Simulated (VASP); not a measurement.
# Ga2SnSe4 in VASP: notebook

The runs below take Ga2SnSe4 through single point, relaxation of shape and atoms at fixed volume, with PBE.

Program: VASP 6.6.1. These are calculated values, not measurements. Logs are shortened: lines on timing, memory, paths and dates and some standing lists are left out, and cuts for length are marked.

### 1 The cell of the first run

It takes space group I4 (No. 79, tetragonal). The conventional cell has a = 7.658 Å, b = 7.658 Å, c = 6.341 Å, α = 90.00°, β = 90.00°, γ = 90.00°. Within 3.2 Å of Ga (site symmetry 2) lie 4 Se at 2.45 to 2.46 Å and 2 Ga at 3.17 Å. Sn (site symmetry 4) has 8 Se at 2.99 to 3.56 Å and 4 Ga at 3.86 Å within 3.9 Å. Se (site symmetry 1) has 2 Ga at 2.45 to 2.46 Å and 1 Sn at 2.99 Å within 3.2 Å.

### 2 Single point, PBE (volume scaled by 0.97, then relaxed in part)

The input, INCAR:

```
SYSTEM = Ga2SnSe4
ALGO     = Normal         ! electronic algorithm
EDIFF    = 1E-6           ! SCF threshold, eV
ENCUT    = 520            ! plane-wave cutoff, eV
GGA      = PE             ! functional
ISIF     = 2              ! what is computed and relaxed
ISMEAR   = 0              ! smearing method
LASPH    = .True.         ! aspherical terms in the spheres
LCHARG   = .False.        ! write CHGCAR
LREAL    = .False.        ! projectors in reciprocal space
LWAVE    = .False.        ! write WAVECAR
NBANDS   = 41             ! bands
NELM     = 60             ! most SCF steps
PREC     = Accurate       ! precision mode
SIGMA    = 0.02           ! smearing width, eV
```

The input, KPOINTS:

```
k-points
0
Gamma
  6 6 6
  0 0 0
```

The input, POSCAR:

```
Ga2SnSe4
1.0
   -3.8290547029      3.8290547029      3.1703810970
    3.8290547029     -3.8290547029      3.1703810970
    3.8290547029      3.8290547029     -3.1703810970
Ga Sn Se
2 1 4
Direct
    0.5113089841      0.0113089841      0.5000000000
    0.0113089841      0.5113089841      0.5000000000
    0.9310330558      0.9310330558      0.0000000000
    0.4390139237      0.5936459156      0.5085717964
    0.0850741192      0.9304421273      0.4914282036
    0.9304421273      0.4390139237      0.8453680081
    0.5936459156      0.0850741192      0.1546319919
```

Potentials or basis: VASP PAW PBE potentials, release 64 (Ga_d, Sn_d, Se).

On the command line:

```bash
cat potpaw_PBE.64/Ga_d/POTCAR potpaw_PBE.64/Sn_d/POTCAR potpaw_PBE.64/Se/POTCAR > POTCAR
mpirun -np 1 vasp_std > vasp.out
```

OUTCAR:

```text
SYSTEM = Ga2SnSe4
   EDIFF = 1E-6
   ENCUT = 520
   GGA = PE
   ISIF = 2
   ISMEAR = 0
   LASPH = .True.
   LREAL = .False.
   NELM = 60
   PREC = Accurate

 ion  position               nearest neighbor table
   1  0.511  0.011  0.500-   5 2.45   4 2.45   6 2.46   7 2.46
   2  0.011  0.511  0.500-   7 2.45   6 2.45   5 2.46   4 2.46
   3  0.931  0.931  0.000-   6 2.99   4 2.99   7 2.99   5 2.99
   4  0.439  0.594  0.509-   1 2.45   2 2.46   3 2.99
   5  0.085  0.930  0.491-   1 2.45   2 2.46   3 2.99
   6  0.930  0.439  0.845-   2 2.45   1 2.46   3 2.99
   7  0.594  0.085  0.155-   2 2.45   1 2.46   3 2.99

  LATTYP: Found a body centered tetragonal cell.
 ALAT       =     7.6581094058
 C/A-ratio  =     0.8279801003

  Lattice vectors:

 A1 = (  -3.8290547029,   3.8290547029,   3.1703810970)
 A2 = (   3.8290547029,  -3.8290547029,   3.1703810970)
 A3 = (   3.8290547029,   3.8290547029,  -3.1703810970)

Analysis of symmetry for initial positions (statically):
=====================================================================
 Subroutine PRICEL returns:
 Original cell was already a primitive cell.

 Routine SETGRP: Setting up the symmetry group for a
 body centered tetragonal supercell.

 Subroutine GETGRP returns: Found  4 space group operations
 (whereof  4 operations were pure point group operations)
 out of a pool of 16 trial point group operations.

The static configuration has the point symmetry     .

Analysis of symmetry for dynamics (positions and initial velocities):
=====================================================================
 Subroutine PRICEL returns:
 Original cell was already a primitive cell.

 Routine SETGRP: Setting up the symmetry group for a
 body centered tetragonal supercell.

 Subroutine GETGRP returns: Found  4 space group operations
 (whereof  4 operations were pure point group operations)
 out of a pool of 16 trial point group operations.

The dynamic configuration has the point symmetry     .

 Subroutine INISYM returns: Found  4 space group operations
 (whereof  4 operations are pure point group operations),
 and found     1 'primitive' translations

----------------------------------------------------------------------------------------

                                     Primitive cell

  volume of cell :     185.9322

  direct lattice vectors                    reciprocal lattice vectors
    -3.829054703  3.829054703  3.170381097     0.000000000  0.130580532  0.157709747
     3.829054703 -3.829054703  3.170381097     0.130580532  0.000000000  0.157709747
     3.829054703  3.829054703 -3.170381097     0.130580532  0.130580532  0.000000000

  length of vectors
     6.274921206  6.274921206  6.274921206     0.204752630  0.204752630  0.184668759

  position of ions in fractional coordinates (direct lattice)
     0.511308984  0.011308984  0.500000000
     0.011308984  0.511308984  0.500000000
     0.931033056  0.931033056  0.000000000
     0.439013924  0.593645916  0.508571796
     0.085074119  0.930442127  0.491428204
     0.930442127  0.439013924  0.845368008
     0.593645916  0.085074119  0.154631992

  ion indices of the primitive-cell ions
   primitive index   ion index
                 1           1
                 2           2
                 3           3
                 4           4
                 5           5
                 6           6
                 7           7

----------------------------------------------------------------------------------------

 KPOINTS: k-points

Automatic generation of k-mesh.
 Grid dimensions read from file:
 generate k-points for:    6    6    6

 Generating k-lattice:

  Cartesian coordinates                     Fractional coordinates (reciprocal lattice)
     0.000000000  0.021763422  0.026284958     0.166666667  0.000000000 -0.000000000
     0.021763422  0.000000000  0.026284958     0.000000000  0.166666667 -0.000000000
     0.021763422  0.021763422  0.000000000     0.000000000  0.000000000  0.166666667

  Length of vectors
     0.034125438  0.034125438  0.030778127

  Shift w.r.t. Gamma in fractional coordinates (k-lattice)
     0.000000000  0.000000000  0.000000000

 Subroutine IBZKPT returns following result:
 ===========================================

 Found     36 irreducible k-points:

 Following reciprocal coordinates:
            Coordinates               Weight
  0.000000  0.000000  0.000000      1.000000
  0.166667 -0.000000  0.000000      8.000000
  0.333333  0.000000 -0.000000      8.000000
  0.500000  0.000000 -0.000000      4.000000
  0.166667  0.166667  0.000000      8.000000
  0.333333  0.166667  0.000000      8.000000
[... 16 lines left out ...]
 -0.333333  0.333333 -0.166667      4.000000
 -0.166667  0.333333  0.166667      8.000000
 [... further k-points ...]
   k-points           NKPTS =     36   k-points in BZ     NKDIM =     36   number of bands    NBANDS=     41
   number of dos      NEDOS =    301   number of ions     NIONS =      7
   total plane-waves  NPLWV = 110592
   dimension x,y,z NGX =    48 NGY =   48 NGZ =   48
   dimension x,y,z NGXF=    96 NGYF=   96 NGZF=   96
   ions per type =               2   1   4
   NGX,Y,Z   is equivalent  to a cutoff of  12.72, 12.72, 12.72 a.u.
   NGXF,Y,Z  is equivalent  to a cutoff of  25.43, 25.43, 25.43 a.u.
 SYSTEM =  Ga2SnSe4
   PREC   = accura    normal or accurate (medium, high low for compatibility)
   ISTART =      0    job   : 0-new  1-cont  2-samecut
   ICHARG =      2    charge: 1-file 2-atom 10-const
   ISPIN  =      1    spin polarized calculation?
   LNONCOLLINEAR =      F non collinear calculations
   LSORBIT =      F    spin-orbit coupling
   LASPH  =      T    aspherical Exc in radial PAW
   ENCUT  =  520.0 eV  38.22 Ry    6.18 a.u.  11.67 11.67 11.67*2*pi/ulx,y,z
   NELM   =     60;   NELMIN=  2; NELMDL= -5     # of ELM steps
   EDIFF  = 0.1E-05   stopping-criterion for ELM
   LREAL  =      F    real-space projection
   EDIFFG = 0.1E-04   stopping-criterion for IOM
   NSW    =      0    number of steps for IOM
   IBRION =     -1    ionic relax: 0-MD 1-quasi-New 2-CG
   NFREE  =      0    steps in history (QN), initial steepest desc. (CG)
   ISIF   =      2    stress and relaxation
   ISYM   =      2    0-nonsym 1-usesym 2-fastsym
   POTIM  = 0.5000    time-step for ionic-motion
   TEBEG  =    0.0;   TEEND  =   0.0 temperature during run
   PSTRESS=    0.0 pullay stress
   NELECT =      64.0000    total number of electrons
   NUPDOWN=      -1.0000    fix difference up-down
   EMIN   =  10.00;   EMAX   =-10.00  energy-range for DOS
   EFERMI =   0.00;   METHOD = LEGACY
   ISMEAR =     0;   SIGMA  =   0.02  broadening in eV -4-tet -1-fermi 0-gaus
   EFERMI_NEDOS =   21; number of points for ismear=-14 and -15
   IALGO  =     38    algorithm
   IMIX   =      4    mixing-type and parameters
     AMIX     =   0.40;   BMIX     =  1.00
     AMIX_MAG =   1.60;   BMIX_MAG =  1.00
  volume/ion in A,a.u.               =      26.56       179.25
  Fermi-wavevector in a.u.,A,eV,Ry     =   1.147317  2.168114 17.909831  1.316335
  Thomas-Fermi vector in A             =   2.283997
   LORBIT       =      0    0 simple, 1 ext, 2 COOP (PROOUT), +10 PAW based schemes
   GGA     = PE    functional components
   LHFCALC =     F    Hartree Fock is set to
   AEXX    =    0.0000 exact exchange contribution
   IVDW    =     0    specifies the selected vdW correction
   LEPSILON=     F    determine dielectric tensor
   LRPA    =     F    only Hartree local field effects (RPA)
 non-spin polarized calculation
 Gauss-broadening in eV      SIGMA  =   0.02
  energy-cutoff  :      520.00
  volume of cell :      185.93
 maximum number of plane-waves:      5028
   NGX = 23   NGY = 23   NGZ = 23

 number of electron      64.0000024 magnetization

 Free energy of the ion-electron system (eV)
  ---------------------------------------------------
  ext. energy  EPLUGINS =         0.00000000
  ---------------------------------------------------
  free energy    TOTEN  =       -27.29027887 eV

  energy without entropy =      -27.29027887  energy(sigma->0) =      -27.29027887

 E-fermi :   2.7739     XC(G=0):  -9.0937

 val. band max:        2.6767823571   @ k =   0.3333   0.3333   0.1667
 cond. band min:       4.3876987297   @ k =   0.5000   0.5000   0.5000
 fundamental gap:      1.7109163726
 Fermi energy:         2.7738783597

 k-point     1 :       0.0000    0.0000    0.0000
  band No.  band energies     occupation
      1     -18.2270      2.00000
      2     -18.2126      2.00000
      3     -18.2126      2.00000
      4     -18.1942      2.00000
      5     -18.1849      2.00000
      6     -11.7303      2.00000
[... 33 lines left out ...]
     40       8.9371      0.00000
     41       9.4939      0.00000

 k-point     2 :       0.1667   -0.0000    0.0000
  band No.  band energies     occupation
      1     -18.2269      2.00000
      2     -18.2126      2.00000
      3     -18.2125      2.00000
      4     -18.1942      2.00000
      5     -18.1850      2.00000
      6     -11.7284      2.00000
[... 33 lines left out ...]
     40       8.9204      0.00000
     41       9.4626      0.00000

 k-point     3 :       0.3333    0.0000   -0.0000
  band No.  band energies     occupation
      1     -18.2269      2.00000
      2     -18.2125      2.00000
      3     -18.2123      2.00000
      4     -18.1940      2.00000
      5     -18.1850      2.00000
      6     -11.7199      2.00000
[... 33 lines left out ...]
     40       8.5933      0.00000
     41       8.9178      0.00000

 k-point     4 :       0.5000    0.0000   -0.0000
  band No.  band energies     occupation
      1     -18.2269      2.00000
      2     -18.2123      2.00000
      3     -18.2123      2.00000
      4     -18.1939      2.00000
      5     -18.1850      2.00000
      6     -11.7147      2.00000
[... 825 lines left out ...]
     40       8.6482      0.00000
     41       8.8977      0.00000

 k-point    23 :      -0.3333    0.3333   -0.1667
  band No.  band energies     occupation
      1     -18.2269      2.00000
      2     -18.2125      2.00000
      3     -18.2121      2.00000
      4     -18.1939      2.00000
      5     -18.1850      2.00000
      6     -11.7338      2.00000
[... 33 lines left out ...]
     40       8.7297      0.00000
     41       8.9391      0.00000

 k-point    24 :      -0.1667    0.3333    0.1667
  band No.  band energies     occupation
      1     -18.2269      2.00000
      2     -18.2123      2.00000
      3     -18.2123      2.00000
      4     -18.1939      2.00000
      5     -18.1850      2.00000
      6     -11.7298      2.00000
[... 33 lines left out ...]
     40       8.5852      0.00000
     41       8.8079      0.00000

 [... further k-points ...]
[... 5 lines left out ...]
  --------------------------------------------------------------------------------------
  -------------------------------------------------------------------------------------
  Total        0.8942192      0.8942192      0.8699230      0.0000005      0.0000000      0.0000000
  in kB        7.7054851      7.7054851      7.4961244      0.0000043      0.0000000      0.0000000
  external PRESSURE =       7.6356982 kB  Pullay stress =       0.0000000 kB

 VOLUME and BASIS-vectors are now :
 -----------------------------------------------------------------------------
  energy-cutoff  :      520.00
  volume of cell :      185.93
      direct lattice vectors                 reciprocal lattice vectors
    -3.829054703  3.829054703  3.170381097     0.000000000  0.130580532  0.157709747
     3.829054703 -3.829054703  3.170381097     0.130580532  0.000000000  0.157709747
     3.829054703  3.829054703 -3.170381097     0.130580532  0.130580532  0.000000000

 POSITION                                       TOTAL-FORCE (eV/Angst)
 -----------------------------------------------------------------------------------
     -0.00000      3.82905      0.07171         0.000000     -0.000000      0.003320
      3.82905     -0.00000      0.07171        -0.000000      0.000000      0.003320
      0.00000      0.00000      5.90346         0.000000      0.000000      0.006575
      2.53944      1.35525      1.66156        -0.023032      0.011447     -0.003304
      5.11867     -1.35525      1.66156         0.023032     -0.011447     -0.003304
      1.35525      5.11867      1.66156         0.011447      0.023032     -0.003304
     -1.35525      2.53944      1.66156        -0.011447     -0.023032     -0.003304
 -----------------------------------------------------------------------------------
    total drift:                                0.000001      0.000000     -0.001602

  FREE ENERGIE OF THE ION-ELECTRON SYSTEM (eV)
  ---------------------------------------------------
  free  energy   TOTEN  =       -27.2902788725 eV

  energy  without entropy=      -27.2902788725  energy(sigma->0) =      -27.29027887
```

Wall time 2.4 min (1 thread of Intel Xeon 6975P-C (Granite Rapids), shared host); peak memory 0.47 GiB.

Results:

```
Free energy            : -27.2903 eV
Pressure               : 0.8 GPa
Largest force          : 0.026 eV/Å
Band gap on the k mesh : 1.71 eV, indirect (least direct gap 1.79 eV)
```

Forces in eV/Å, atoms in the order of the input:
```
Ga   0.000  0.000  0.003
Ga   0.000  0.000  0.003
Sn   0.000  0.000  0.007
Se  -0.023  0.011 -0.003
Se   0.023 -0.011 -0.003
Se   0.011  0.023 -0.003
Se  -0.011 -0.023 -0.003
```

Caveat: spin-orbit coupling is left out, which moves the levels of the heavy elements.

(Continued in part 2 of 2.)
